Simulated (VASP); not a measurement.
# LiH (Fm-3m) in VASP: G0W0 quasiparticle levels with PBE

Aim: the G0W0 quasiparticle levels of LiH with PBE.

Program: VASP 6.6.1. These are calculated values, not measurements. Logs are shortened: lines on timing, memory, paths and dates and some standing lists are left out, and cuts for length are marked.

**1. The cell of the first run**

Symmetry: Fm-3m, No. 225, cubic system. The conventional cell has a = 3.980 Å, b = 3.980 Å, c = 3.980 Å, α = 90.00°, β = 90.00°, γ = 90.00°. Li (site symmetry m-3m) has 6 H at 1.99 Å within 2.6 Å. H (site symmetry m-3m) has 6 Li at 1.99 Å within 2.6 Å.

**2. G0W0 quasiparticle levels, PBE**

Input file POSCAR:

```
LiH
1.0
    0.0000000000      1.9899599444      1.9899599444
    1.9899599444      0.0000000000      1.9899599444
    1.9899599444      1.9899599444      0.0000000000
Li H
1 1
Direct
    0.0000000000      0.0000000000      0.0000000000
    0.5000000000      0.5000000000      0.5000000000
```

Input file INCAR.step1:

```
PREC = Accurate ; ENCUT = 500
EDIFF = 1E-8 ; ISMEAR = 0
SIGMA = 0.01 ; LREAL = False
LASPH = True ; NELM = 60
ALGO = Normal ; LWAVE = True
LCHARG = False ; GGA = PE
```

Input file INCAR.step2:

```
PREC = Accurate ; ENCUT = 500
EDIFF = 1E-8 ; ISMEAR = 0
SIGMA = 0.01 ; LREAL = False
LASPH = True ; NELM = 1
ALGO = Exact ; LWAVE = True
LCHARG = False ; GGA = PE
NBANDS = 60 ; LOPTICS = True
ISTART = 1
```

Input file INCAR.step3:

```
PREC = Accurate ; ENCUT = 500
EDIFF = 1E-8 ; ISMEAR = 0
SIGMA = 0.01 ; LREAL = False
LASPH = True ; ALGO = EVGW0
LWAVE = False ; LCHARG = False
GGA = PE ; NELMGW = 1
NBANDS = 60 ; ENCUTGW = 140.0
NOMEGA = 96 ; PRECFOCK = Fast
ISTART = 1 ; NBANDSGW = 9
OMEGAMAX = 20
```

Input file KPOINTS:

```
regular mesh
0
Gamma
  10 10 10
```

Potentials or basis: VASP PAW PBE potentials, release 64 (Li_GW, H_GW).

Run with:

```
$ cat potpaw_PBE.64/Li_GW/POTCAR potpaw_PBE.64/H_GW/POTCAR > POTCAR
$ cp INCAR.step1 INCAR
$ mpirun -np 1 vasp_std > vasp.out
$ cp INCAR.step2 INCAR
$ mpirun -np 1 vasp_std > vasp.out
$ cp INCAR.step3 INCAR
$ mpirun -np 1 vasp_std > vasp.out
```

OUTCAR:

```text
PREC = Accurate
   ENCUT = 500
   EDIFF = 1E-8
   ISMEAR = 0
   LREAL = False
   LASPH = True
   GGA = PE
   NELMGW = 1
   ENCUTGW = 140.0
   PRECFOCK = Fast
   ISTART = 1

 ion  position               nearest neighbor table
   1  0.000  0.000  0.000-   2 1.99   2 1.99   2 1.99   2 1.99   2 1.99   2 1.99
   2  0.500  0.500  0.500-   1 1.99   1 1.99   1 1.99   1 1.99   1 1.99   1 1.99

  LATTYP: Found a face centered cubic cell.
 ALAT       =     3.9799198888

  Lattice vectors:

 A1 = (   0.0000000000,   1.9899599444,   1.9899599444)
 A2 = (   1.9899599444,   0.0000000000,   1.9899599444)
 A3 = (   1.9899599444,   1.9899599444,   0.0000000000)

Analysis of symmetry for initial positions (statically):
=====================================================================
 Subroutine PRICEL returns:
 Original cell was already a primitive cell.

 Routine SETGRP: Setting up the symmetry group for a
 face centered cubic supercell.

 Subroutine GETGRP returns: Found 48 space group operations
 (whereof 48 operations were pure point group operations)
 out of a pool of 48 trial point group operations.

The static configuration has the point symmetry O_h .

Analysis of symmetry for dynamics (positions and initial velocities):
=====================================================================
 Subroutine PRICEL returns:
 Original cell was already a primitive cell.

 Routine SETGRP: Setting up the symmetry group for a
 face centered cubic supercell.

 Subroutine GETGRP returns: Found 48 space group operations
 (whereof 48 operations were pure point group operations)
 out of a pool of 48 trial point group operations.

The dynamic configuration has the point symmetry O_h .

 Subroutine INISYM returns: Found 48 space group operations
 (whereof 48 operations are pure point group operations),
 and found     1 'primitive' translations

----------------------------------------------------------------------------------------

                                     Primitive cell

  volume of cell :      15.7602

  direct lattice vectors                    reciprocal lattice vectors
[... 76 lines left out ...]
   NGXF,Y,Z  is equivalent  to a cutoff of  28.36, 28.36, 28.36 a.u.
 SYSTEM =  unknown system
   PREC   = accura    normal or accurate (medium, high low for compatibility)
   ISTART =      1    job   : 0-new  1-cont  2-samecut
   ICHARG =      0    charge: 1-file 2-atom 10-const
   ISPIN  =      1    spin polarized calculation?
   LNONCOLLINEAR =      F non collinear calculations
   LSORBIT =      F    spin-orbit coupling
   LASPH  =      T    aspherical Exc in radial PAW
   ENCUT  =  500.0 eV  36.75 Ry    6.06 a.u.   5.13  5.13  5.13*2*pi/ulx,y,z
   NELM   =     60;   NELMIN=  2; NELMDL=  0     # of ELM steps
   EDIFF  = 0.1E-07   stopping-criterion for ELM
   LREAL  =      F    real-space projection
   EDIFFG = 0.1E-06   stopping-criterion for IOM
   NSW    =      0    number of steps for IOM
   IBRION =     -1    ionic relax: 0-MD 1-quasi-New 2-CG
   NFREE  =      0    steps in history (QN), initial steepest desc. (CG)
   ISIF   =      0    stress and relaxation
   ISYM   =      3    0-nonsym 1-usesym 2-fastsym
   POTIM  = 0.5000    time-step for ionic-motion
   TEBEG  =    0.0;   TEEND  =   0.0 temperature during run
   PSTRESS=    0.0 pullay stress
   NELECT =       2.0000    total number of electrons
   NUPDOWN=      -1.0000    fix difference up-down
   EMIN   =  10.00;   EMAX   =-10.00  energy-range for DOS
   EFERMI =   0.00;   METHOD = LEGACY
   ISMEAR =     0;   SIGMA  =   0.01  broadening in eV -4-tet -1-fermi 0-gaus
   EFERMI_NEDOS =   21; number of points for ismear=-14 and -15
   IALGO  =     38    algorithm
   IMIX   =      4    mixing-type and parameters
     AMIX     =   0.40;   BMIX     =  1.00
     AMIX_MAG =   1.60;   BMIX_MAG =  1.00
  volume/ion in A,a.u.               =       7.88        53.18
  Fermi-wavevector in a.u.,A,eV,Ry     =   0.822679  1.554638  9.208437  0.676801
  Thomas-Fermi vector in A             =   1.934056
   LORBIT       =      0    0 simple, 1 ext, 2 COOP (PROOUT), +10 PAW based schemes
   GGA     = PE    functional components
   LHFCALC =     T    Hartree Fock is set to
   PRECFOCK=fast      Normal, Fast or Accurate (Low or Medium for compatibility)
   ENCUT4O =  -1.0   cutoff for four orbital integrals eV
   NKREDX  =     1    reduce k-point grid by
   NKREDY  =     1    reduce k-point grid by
   NKREDZ  =     1    reduce k-point grid by
   AEXX    =    1.0000 exact exchange contribution
   HFSCREEN=    0.0000 screening length (either q_TF or 0.3 A-1)
   HFSCREENC=   0.0000 screening length for correlation (either q_TF or 0.3 A-1)
   ENCUTFOCK=  -1.0 apply spherical cutoff to Coloumb kernel
   IVDW    =     0    specifies the selected vdW correction
   LEPSILON=     F    determine dielectric tensor
   LRPA    =     F    only Hartree local field effects (RPA)
   LRPAFORCE           =     F    calculate RPA forces
   ENCUTGW             = 140.0    cutoff for response function in eV
   ENCUTGWSOFT         = 112.0    soft cutoff for Coulomb kernel in GW response function in eV
   ENCUTLF             =  -1.0    cutoff for local field effects
   NELMGW              =     1    number of iterations in solving QP/BSE equation
   NELMHF              =     1    number of iterations in the inner HF iteration
   NKREDLFX            =     1    NKREDLFY  =   1   NKREDLFZ  =   1
 non-spin polarized calculation
 Gauss-broadening in eV      SIGMA  =   0.01
  energy-cutoff  :      500.00
  volume of cell :       15.76
 maximum number of plane-waves:       411
 NGX is ok and might be reduce to    24
  NGX = 14; NGY = 14; NGZ = 14
   NGX = 11   NGY = 11   NGZ = 11
 maximum number of plane-waves:        64
 NGX is ok and might be reduce to    14

 QP shifts <psi_nk| G(iteration)W_0 |psi_nk>: iteration 1
 for sc-GW calculations column KS-energies equals QP-energies in previous step
 and V_xc(KS)=  KS-energies - (<T + V_ion + V_H > + <T+V_H+V_ion>^1  + <V_x>^1)

 k-point   1 :       0.0000    0.0000    0.0000
  band No.  KS-energies  QP-energies   sigma(KS)   V_xc(KS)     V^pw_x(r,r')   Z            occupation Imag(sigma)

      1      -8.1614      -9.6429     -11.6153      -9.3955     -15.2728       0.6674       2.0000       0.1905
      2      13.7518      14.3853     -10.4519     -11.3479      -4.1598       0.7070       0.0000      -0.9646
      3      15.5059      16.5369      -6.6189      -8.0104      -1.3911       0.7409       0.0000      -0.5385
      4      15.5059      16.5369      -6.6189      -8.0104      -1.3911       0.7409       0.0000      -0.5385
      5      15.5059      16.5369      -6.6189      -8.0104      -1.3911       0.7409       0.0000      -0.5385
      6      20.2671      20.7319      -6.8257      -7.3155      -1.1134       0.9488       0.0000      -2.2237
      7      20.2671      20.7319      -6.8257      -7.3155      -1.1134       0.9488       0.0000      -2.2237
      8      20.2671      20.7319      -6.8257      -7.3155      -1.1134       0.9488       0.0000      -2.2237
      9      21.9329      22.5577      -6.1106      -6.8220      -0.8303       0.8782       0.0000      -1.9035
[... 290 lines left out ...]
      1      -4.9896      -6.3463     -11.7732      -9.9130     -13.9810       0.7293       2.0000       0.0753
      2       4.1409       4.7892      -8.1367      -8.9892      -4.2169       0.7606       0.0000      -0.0958
      3       7.9649       8.6400      -6.7850      -7.6973      -2.1317       0.7400       0.0000      -0.1994
      4       9.3166      10.1411      -6.6816      -7.7843      -1.9675       0.7477       0.0000      -0.2398
      5      13.8150      14.0688      -7.0138      -7.3426      -1.3947       0.7717       0.0000      -1.0590
      6      15.1974      15.8021      -7.2122      -8.0346      -1.5339       0.7353       0.0000      -0.8682
      7      27.4029      29.2539      -7.4605      -9.5355      -1.9150       0.8921       0.0000      -2.6725
      8      27.8679      29.4980      -6.3407      -8.2670      -1.1419       0.8463       0.0000      -2.1742
      9      30.4890      32.5522      -6.1381      -8.2986      -0.9703       0.9550       0.0000      -2.4066

 [... further k-points ...]
```

It took 28 min on 1 thread of Intel Xeon Platinum 8259CL at 2.50GHz (Skylake/Cascade Lake), shared host; peak memory 1 GiB.

Results:

| Item | Value |
| --- | --- |
| Quasiparticle gap | 4.92 eV |
| Least direct quasiparticle gap | 4.92 eV |
| Band gap of the starting levels on the mesh | 2.97 eV |
| Least direct gap of the starting levels on the mesh | 2.97 eV |

Caveat: bands, screening cutoff and mesh are small and nothing is extrapolated, so the quasiparticle values aren't converged.
